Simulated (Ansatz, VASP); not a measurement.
TiC in VASP and in Ansatz

INCAR

```
ALGO = Normal
EDIFF = 1E-7
ENCUT = 520
GGA = PE
ISIF = 2
ISMEAR = -1
LASPH = True
LCHARG = False
LREAL = False
LWAVE = False
NBANDS = 15
NELM = 100
PREC = Accurate
SIGMA = 0.08
```

File KPOINTS:

```
k-points
0
Gamma
  14 14 14
```

POSCAR

```
TiC
1.0
    2.2213926708      0.0000000000      0.0000000000
    0.0000000000      2.2213926708      0.0000000000
    0.0000000000      0.0000000000      2.2213926708
Ti C
1 1
Direct
    0.0000000000      0.0000000000      0.0000000000
    0.5000000000      0.5000000000      0.5000000000
```

Input for Ansatz:

```yaml
crystal:
  lattice:
    - [2.2213926708, 0.0, 0.0]
    - [0.0, 2.2213926708, 0.0]
    - [0.0, 0.0, 2.2213926708]
  atoms:
    - { symbol: Ti, position: [0.0, 0.0, 0.0] }
    - { symbol: C, position: [0.5, 0.5, 0.5] }
kpoints:
  mp_grid: { grid: [14, 14, 14] }
scf:
  occupations: { method: fermi_dirac, width: 0.08 }
hamiltonian:
  xc: pbe
  pseudopotentials: { kind: all_electron, datasets: crystal }
output:
  forces: true
  stress: true
  eigenvalues: true
```

Change from the starting cell: volume scaled by 0.55, crystal datasets.

Alike in both runs: task single point; functional PBE; k mesh 14 × 14 × 14; occupations fermi-dirac, width 0.08 eV; no spin polarisation.

|  | VASP | Ansatz |
| --- | --- | --- |
| version | VASP 6.6.1 | Ansatz 0.2.0 |
| potentials or method | VASP PAW PBE potentials, release 64 (Ti_sv, C), cutoff 520 eV | all-electron PAW with datasets made for the crystal, scalar-relativistic |

Ansatz gave:

```
pressure (GPa) : 413.9
```

**Question.** What did VASP give for the same quantities?

**Answer.** Pressure (GPa): 412.5.

Both programs put the cell under a high pressure, so it lies far from rest at this level. Ansatz ran all-electron here, and VASP with PAW potentials.

Noted on VASP's run: the cell as given lies far from equilibrium.
